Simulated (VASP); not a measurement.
# ZrC (rock salt type) (Fm-3m) in VASP: a series of runs

The runs below take ZrC (rock salt type) through single point, with HSE06.

Everything below comes from runs of VASP 6.6.1. Logs are shortened: lines on timing, memory, paths and dates and some standing lists are left out, and cuts for length are marked.

## Step 1: The cell of the first run

It takes space group Fm-3m (No. 225, cubic). The conventional cell has a = 4.581 Å, b = 4.581 Å, c = 4.581 Å, α = 90.00°, β = 90.00°, γ = 90.00°. Zr (site symmetry m-3m) has 6 C at 2.29 Å within 3.0 Å. Within 3.0 Å of C (site symmetry m-3m) lie 6 Zr at 2.29 Å.

## Step 2: Single point, HSE06

Contents of POSCAR:

```
ZrC
1.0
    0.0000000000      2.2904466857      2.2904466857
    2.2904466857      0.0000000000      2.2904466857
    2.2904466857      2.2904466857      0.0000000000
Zr C
1 1
Direct
    0.0000000000      0.0000000000      0.0000000000
    0.5000000000      0.5000000000      0.5000000000
```

Contents of INCAR.step1:

```
SYSTEM = ZrC
PREC = Accurate ; ENCUT = 520
EDIFF = 1E-5 ; ISMEAR = -1
SIGMA = 0.1 ; LREAL = .False.
LASPH = .True. ; NELM = 100
ALGO = Normal ; ISIF = 2
LWAVE = .True. ; NBANDS = 15
GGA = PE
```

Contents of INCAR.step2:

```
SYSTEM = ZrC
PREC = Accurate ; ENCUT = 520
EDIFF = 1E-6 ; ISMEAR = -1
SIGMA = 0.1 ; LREAL = .False.
LASPH = .True. ; NELM = 100
ALGO = Normal ; ISIF = 2
LWAVE = .False. ; LCHARG = .True.
GGA = PE ; LHFCALC = .True.
HFSCREEN = 0.2079 ; PRECFOCK = Normal
LELF = .True. ; LVHAR = .True.
NBANDS = 15 ; ISTART = 1
```

Contents of KPOINTS:

```
Automatic mesh
0
Gamma
  4 4 4
  0 0 0
```

Potentials or basis: VASP PAW PBE potentials, release 64 (Zr_sv, C).

Command:

```
> cat potpaw_PBE.64/Zr_sv/POTCAR potpaw_PBE.64/C/POTCAR > POTCAR
> cp INCAR.step1 INCAR
> mpirun -np 1 vasp_std > vasp.out
> cp INCAR.step2 INCAR
> mpirun -np 1 vasp_std > vasp.out
```

OUTCAR:

```text
SYSTEM = ZrC
   PREC = Accurate
   ENCUT = 520
   EDIFF = 1E-6
   ISMEAR = -1
   LREAL = .False.
   LASPH = .True.
   NELM = 100
   ISIF = 2
   GGA = PE
   LHFCALC = .True.
   HFSCREEN = 0.2079
   PRECFOCK = Normal
   ISTART = 1

 ion  position               nearest neighbor table
   1  0.000  0.000  0.000-   2 2.29   2 2.29   2 2.29   2 2.29   2 2.29   2 2.29
   2  0.500  0.500  0.500-   1 2.29   1 2.29   1 2.29   1 2.29   1 2.29   1 2.29

  LATTYP: Found a face centered cubic cell.
 ALAT       =     4.5808933714

  Lattice vectors:

 A1 = (   0.0000000000,   2.2904466857,   2.2904466857)
 A2 = (   2.2904466857,   0.0000000000,   2.2904466857)
 A3 = (   2.2904466857,   2.2904466857,   0.0000000000)

Analysis of symmetry for initial positions (statically):
=====================================================================
 Subroutine PRICEL returns:
 Original cell was already a primitive cell.

 Routine SETGRP: Setting up the symmetry group for a
 face centered cubic supercell.

 Subroutine GETGRP returns: Found 48 space group operations
 (whereof 48 operations were pure point group operations)
 out of a pool of 48 trial point group operations.

The static configuration has the point symmetry O_h .

Analysis of symmetry for dynamics (positions and initial velocities):
=====================================================================
 Subroutine PRICEL returns:
 Original cell was already a primitive cell.

 Routine SETGRP: Setting up the symmetry group for a
 face centered cubic supercell.

 Subroutine GETGRP returns: Found 48 space group operations
 (whereof 48 operations were pure point group operations)
 out of a pool of 48 trial point group operations.

The dynamic configuration has the point symmetry O_h .

 Subroutine INISYM returns: Found 48 space group operations
 (whereof 48 operations are pure point group operations),
 and found     1 'primitive' translations

----------------------------------------------------------------------------------------

                                     Primitive cell

  volume of cell :      24.0320

  direct lattice vectors                    reciprocal lattice vectors
     0.000000000  2.290446686  2.290446686    -0.218298030  0.218298030  0.218298030
     2.290446686  0.000000000  2.290446686     0.218298030 -0.218298030  0.218298030
     2.290446686  2.290446686  0.000000000     0.218298030  0.218298030 -0.218298030

  length of vectors
     3.239180767  3.239180767  3.239180767     0.378103280  0.378103280  0.378103280

  position of ions in fractional coordinates (direct lattice)
     0.000000000  0.000000000  0.000000000
     0.500000000  0.500000000  0.500000000

  ion indices of the primitive-cell ions
   primitive index   ion index
                 1           1
                 2           2

----------------------------------------------------------------------------------------

 KPOINTS: Automatic mesh

Automatic generation of k-mesh.
 Grid dimensions read from file:
 generate k-points for:    4    4    4

 Generating k-lattice:

  Cartesian coordinates                     Fractional coordinates (reciprocal lattice)
    -0.054574508  0.054574508  0.054574508     0.250000000  0.000000000  0.000000000
     0.054574508 -0.054574508  0.054574508     0.000000000  0.250000000  0.000000000
     0.054574508  0.054574508 -0.054574508     0.000000000  0.000000000  0.250000000

  Length of vectors
     0.094525820  0.094525820  0.094525820

  Shift w.r.t. Gamma in fractional coordinates (k-lattice)
     0.000000000  0.000000000  0.000000000

 Subroutine IBZKPT returns following result:
 ===========================================

 Found      8 irreducible k-points:

 Following reciprocal coordinates:
            Coordinates               Weight
  0.000000  0.000000  0.000000      1.000000
  0.250000  0.000000  0.000000      8.000000
  0.500000  0.000000  0.000000      4.000000
  0.250000  0.250000  0.000000      6.000000
  0.500000  0.250000  0.000000     24.000000
 -0.250000  0.250000  0.000000     12.000000
  0.500000  0.500000  0.000000      3.000000
 -0.250000  0.500000  0.250000      6.000000
   k-points           NKPTS =      8   k-points in BZ     NKDIM =     64   number of bands    NBANDS=     15
   number of dos      NEDOS =    301   number of ions     NIONS =      2
   total plane-waves  NPLWV =  13824
   dimension x,y,z NGX =    24 NGY =   24 NGZ =   24
   dimension x,y,z NGXF=    48 NGYF=   48 NGZF=   48
   ions per type =               1   1
   NGX,Y,Z   is equivalent  to a cutoff of  12.32, 12.32, 12.32 a.u.
   NGXF,Y,Z  is equivalent  to a cutoff of  24.64, 24.64, 24.64 a.u.
 SYSTEM =  ZrC
   PREC   = accura    normal or accurate (medium, high low for compatibility)
   ISTART =      1    job   : 0-new  1-cont  2-samecut
   ICHARG =      0    charge: 1-file 2-atom 10-const
   ISPIN  =      1    spin polarized calculation?
   LNONCOLLINEAR =      F non collinear calculations
   LSORBIT =      F    spin-orbit coupling
   LASPH  =      T    aspherical Exc in radial PAW
   ENCUT  =  520.0 eV  38.22 Ry    6.18 a.u.   6.02  6.02  6.02*2*pi/ulx,y,z
   NELM   =    100;   NELMIN=  2; NELMDL=  0     # of ELM steps
   EDIFF  = 0.1E-05   stopping-criterion for ELM
   LREAL  =      F    real-space projection
   EDIFFG = 0.1E-04   stopping-criterion for IOM
   NSW    =      0    number of steps for IOM
   IBRION =     -1    ionic relax: 0-MD 1-quasi-New 2-CG
   NFREE  =      0    steps in history (QN), initial steepest desc. (CG)
   ISIF   =      2    stress and relaxation
   ISYM   =      3    0-nonsym 1-usesym 2-fastsym
   POTIM  = 0.5000    time-step for ionic-motion
   TEBEG  =    0.0;   TEEND  =   0.0 temperature during run
   PSTRESS=    0.0 pullay stress
   NELECT =      16.0000    total number of electrons
   NUPDOWN=      -1.0000    fix difference up-down
   EMIN   =  10.00;   EMAX   =-10.00  energy-range for DOS
   EFERMI =   0.00;   METHOD = LEGACY
   ISMEAR =    -1;   SIGMA  =   0.10  broadening in eV -4-tet -1-fermi 0-gaus
   EFERMI_NEDOS =   21; number of points for ismear=-14 and -15
   IALGO  =     38    algorithm
   IMIX   =      1    mixing-type and parameters
     AMIX     =   0.40;   BMIX     =  1.00
     AMIX_MAG =   1.60;   BMIX_MAG =  1.00
  volume/ion in A,a.u.               =      12.02        81.09
  Fermi-wavevector in a.u.,A,eV,Ry     =   1.429502  2.701366 27.803162  2.043475
  Thomas-Fermi vector in A             =   2.549448
   LORBIT       =      0    0 simple, 1 ext, 2 COOP (PROOUT), +10 PAW based schemes
   GGA     = PE    functional components
   LHFCALC =     T    Hartree Fock is set to
   PRECFOCK=normal    Normal, Fast or Accurate (Low or Medium for compatibility)
   ENCUT4O =  -1.0   cutoff for four orbital integrals eV
   NKREDX  =     1    reduce k-point grid by
   NKREDY  =     1    reduce k-point grid by
   NKREDZ  =     1    reduce k-point grid by
   AEXX    =    0.2500 exact exchange contribution
   HFSCREEN=    0.2079 screening length (either q_TF or 0.3 A-1)
   HFSCREENC=   0.2079 screening length for correlation (either q_TF or 0.3 A-1)
   ENCUTFOCK=  -1.0 apply spherical cutoff to Coloumb kernel
   IVDW    =     0    specifies the selected vdW correction
   LEPSILON=     F    determine dielectric tensor
   LRPA    =     F    only Hartree local field effects (RPA)
 non-spin polarized calculation
  energy-cutoff  :      520.00
  volume of cell :       24.03
 maximum number of plane-waves:       656
  NGX = 20; NGY = 20; NGZ = 20

 number of electron      16.0000000 magnetization

 Free energy of the ion-electron system (eV)
  ---------------------------------------------------
  ext. energy  EPLUGINS =         0.00000000
  ---------------------------------------------------
  free energy    TOTEN  =       -22.19231223 eV

  energy without entropy =      -22.17936063  energy(sigma->0) =      -22.18583643

 E-fermi :  10.1377     XC(G=0): -10.2521

 val. band max:        9.7900903505   @ k =   0.2500   0.2500   0.0000
 cond. band min:      10.3724856786   @ k =   0.5000   0.5000   0.0000
 fundamental gap:      0.5823953281
 Fermi energy:        10.1377103522

 k-point     1 :       0.0000    0.0000    0.0000
  band No.  band energies     occupation
      1     -40.9124      2.00000
      2     -17.1469      2.00000
      3     -17.1469      2.00000
      4     -17.1469      2.00000
      5      -2.9360      2.00000
      6      11.3291      0.00001
      7      11.3291      0.00001
      8      11.3291      0.00001
      9      12.0305      0.00000
     10      12.0305      0.00000
     11      12.0305      0.00000
     12      13.9966      0.00000
     13      13.9966      0.00000
     14      19.5182      0.00000
     15      21.7419      0.00000

 k-point     2 :       0.2500    0.0000    0.0000
  band No.  band energies     occupation
      1     -40.8330      2.00000
      2     -17.8173      2.00000
      3     -17.1985      2.00000
      4     -17.1985      2.00000
      5      -1.3591      2.00000
      6       6.9827      2.00000
      7       8.0675      2.00000
      8       8.0675      2.00000
      9      13.8211      0.00000
     10      13.8211      0.00000
     11      13.9447      0.00000
     12      18.6878      0.00000
     13      18.6878      0.00000
     14      21.3530      0.00000
     15      25.1627      0.00000
[... 77 lines left out ...]
      3     -17.5556      2.00000
      4     -17.5556      2.00000
      5      -1.7066      2.00000
      6       7.8094      2.00000
      7       8.3534      2.00000
      8      10.3725      0.17449
      9      10.3725      0.17449
     10      16.0055      0.00000
     11      17.7012      0.00000
     12      17.7012      0.00000
     13      20.4917      0.00000
     14      22.9283      0.00000
     15      24.3677      0.00000

 k-point     8 :      -0.2500    0.5000    0.2500
  band No.  band energies     occupation
      1     -40.6986      2.00000
      2     -17.9019      2.00000
      3     -17.9019      2.00000
      4     -17.5993      2.00000
      5      -0.7865      2.00000
      6       7.0423      2.00000
      7       7.4680      2.00000
      8       7.4680      2.00000
      9      14.5877      0.00000
     10      14.5877      0.00000
     11      17.7181      0.00000
     12      19.0926      0.00000
     13      19.3236      0.00000
     14      26.0067      0.00000
     15      26.0067      0.00000

------------------------ aborting loop because EDIFF is reached ----------------------------------------

  FORCE on cell =-STRESS in cart. coord.  units (eV):
  Direction    XX          YY          ZZ          XY          YZ          ZX
  --------------------------------------------------------------------------------------
  -------------------------------------------------------------------------------------
  Total        2.7077775      2.7077775      2.7077775     -0.0000000     -0.0000000      0.0000000
  in kB      180.5231896    180.5231896    180.5231896     -0.0000000     -0.0000000      0.0000000
  external PRESSURE =     180.5231896 kB  Pullay stress =       0.0000000 kB

 VOLUME and BASIS-vectors are now :
 -----------------------------------------------------------------------------
  energy-cutoff  :      520.00
  volume of cell :       24.03
      direct lattice vectors                 reciprocal lattice vectors
     0.000000000  2.290446686  2.290446686    -0.218298030  0.218298030  0.218298030
     2.290446686  0.000000000  2.290446686     0.218298030 -0.218298030  0.218298030
     2.290446686  2.290446686  0.000000000     0.218298030  0.218298030 -0.218298030

 POSITION                                       TOTAL-FORCE (eV/Angst)
 -----------------------------------------------------------------------------------
      0.00000      0.00000      0.00000        -0.000000      0.000000      0.000000
      2.29045      2.29045      2.29045         0.000000     -0.000000     -0.000000
 -----------------------------------------------------------------------------------
    total drift:                                0.000000      0.000000      0.000000

  FREE ENERGIE OF THE ION-ELECTRON SYSTEM (eV)
  ---------------------------------------------------
  free  energy   TOTEN  =       -22.1923122285 eV

  energy  without entropy=      -22.1793606295  energy(sigma->0) =      -22.18583643
```

Run time: 1.9 min. Hardware: 1 thread of Intel Xeon 6975P-C (Granite Rapids), shared host; peak memory 0.24 GiB.

Results:

```yaml
Free_energy: -22.1923 eV
Pressure: 18.1 GPa
Band_gap_on_the_k_mesh: zero (band 8 reaches 11.33 eV, above the bottom of band 9 at 9.79 eV)
```

Caveat: the k points lie up to 0.59 Å⁻¹ apart; the PAW data sets were made with another functional, which shifts forces and pressure a little.

## Step 3: Single point, HSE06

POSCAR is that of step 2.

Contents of INCAR.step1:

```
  PREC = Accurate
  ENCUT = 520
  EDIFF = 1E-5
  ISMEAR = -1
  SIGMA = 0.1
  LREAL = False
  LASPH = True
  NELM = 80
  ALGO = Normal
  ISIF = 2
  LWAVE = True
  NBANDS = 15
  GGA = PE
```

Contents of INCAR.step2:

```
  PREC = Accurate
  ENCUT = 520
  EDIFF = 1E-7
  ISMEAR = -1
  SIGMA = 0.1
  LREAL = False
  LASPH = True
  NELM = 80
  ALGO = Normal
  ISIF = 2
  LWAVE = False
  LCHARG = True
  GGA = PE
  LHFCALC = True
  HFSCREEN = 0.2079
  PRECFOCK = Normal
  LELF = True
  LVHAR = True
  NBANDS = 15
  ISTART = 1
```

Contents of KPOINTS:

```
regular mesh
0
Gamma
  4 4 4
```

Potentials or basis: VASP PAW PBE potentials, release 64 (Zr_sv, C).

Command:

```
> cat potpaw_PBE.64/Zr_sv/POTCAR potpaw_PBE.64/C/POTCAR > POTCAR
> cp INCAR.step1 INCAR
> mpirun -np 1 vasp_std > vasp.out
> cp INCAR.step2 INCAR
> mpirun -np 1 vasp_std > vasp.out
```

Run time: 2.5 min. Hardware: 1 thread of Intel Xeon 6975P-C (Granite Rapids), shared host; peak memory 0.24 GiB.

The run converged. Its results:

```yaml
Free_energy: -22.1923 eV
Pressure: 18.1 GPa
Band_gap_on_the_k_mesh: zero (band 8 reaches 11.33 eV, above the bottom of band 9 at 9.79 eV)
```

Levels at points of the mesh, in eV from the Fermi level:
```csv
k point,band 4,band 5,band 6,band 7,band 8,band 9,band 10,band 11,band 12,band 13
"(0.00, 0.00, 0.00)",-27.28,-13.07,1.19,1.19,1.19,1.89,1.89,1.89,3.86,3.86
"(0.50, 0.00, 0.00)",-27.39,-9.23,-6.27,-3.54,-3.54,6.17,6.17,7.13,7.71,12.69
"(0.50, 0.50, 0.00)",-27.69,-11.84,-2.33,-1.78,0.23,0.23,5.87,7.56,7.56,10.35
```

Caveat: the k points lie up to 0.59 Å⁻¹ apart; the PAW data sets were made with another functional, which shifts forces and pressure a little.

## Step 4: Single point, HSE06

This run uses another cell than the first one, of 12.41 Å³/atom, 1.033 times its volume.

Contents of POSCAR:

```
ZrC
1.0
    0.0000000000      2.3150770332      2.3150770332
    2.3150770332      0.0000000000      2.3150770332
    2.3150770332      2.3150770332      0.0000000000
Zr C
1 1
Direct
    0.0000000000      0.0000000000      0.0000000000
    0.5000000000      0.5000000000      0.5000000000
```

Contents of INCAR.step1:

```
SYSTEM = ZrC
ALGO = Normal ; EDIFF = 1E-5
ENCUT = 520 ; GGA = PE
ISIF = 2 ; ISMEAR = -1
LASPH = .TRUE. ; LCHARG = .FALSE.
LREAL = .FALSE. ; LWAVE = .TRUE.
NBANDS = 15 ; NELM = 100
PREC = Accurate ; SIGMA = 0.1
```

Contents of INCAR.step2:

```
SYSTEM = ZrC
ALGO = Normal ; EDIFF = 1E-6
ENCUT = 520 ; GGA = PE
HFSCREEN = 0.2079 ; ISIF = 2
ISMEAR = -1 ; ISTART = 1
LASPH = .TRUE. ; LCHARG = .FALSE.
LHFCALC = .TRUE. ; LREAL = .FALSE.
LWAVE = .FALSE. ; NBANDS = 15
NELM = 100 ; PREC = Accurate
PRECFOCK = Normal ; SIGMA = 0.1
```

Contents of KPOINTS:

```
k-points
0
G
  4 4 4
  0 0 0
```

Command:

```
> cat potpaw_PBE.64/Zr_sv/POTCAR potpaw_PBE.64/C/POTCAR > POTCAR
> cp INCAR.step1 INCAR
> mpirun -np 1 vasp_std > vasp.out
> cp INCAR.step2 INCAR
> mpirun -np 1 vasp_std > vasp.out
```

It took 2 min on 1 thread of Intel Xeon 6975P-C (Granite Rapids), shared host; peak memory 0.24 GiB.

It converged, with:

| Property | Result |
| --- | --- |
| Free energy | -22.2582 eV |
| Pressure | 8.9 GPa |
| Band gap on the k mesh | zero (band 8 reaches 10.94 eV, above the bottom of band 9 at 9.49 eV) |

Levels at points of the mesh, in eV from the Fermi level:
| k point | band 4 | band 5 | band 6 | band 7 | band 8 | band 9 | band 10 | band 11 | band 12 | band 13 |
| --- | --- | --- | --- | --- | --- | --- | --- | --- | --- | --- |
| (0.00, 0.00, 0.00) | -27.44 | -12.95 | 1.19 | 1.19 | 1.19 | 1.89 | 1.89 | 1.89 | 3.76 | 3.76 |
| (0.50, 0.00, 0.00) | -27.53 | -9.30 | -6.13 | -3.41 | -3.41 | 5.98 | 5.98 | 6.91 | 7.56 | 12.27 |
| (0.50, 0.50, 0.00) | -27.81 | -11.68 | -2.40 | -1.65 | 0.19 | 0.19 | 5.68 | 7.31 | 7.31 | 9.91 |

Caveat: the k points lie up to 0.59 Å⁻¹ apart; the PAW data sets were made with another functional, which shifts forces and pressure a little.
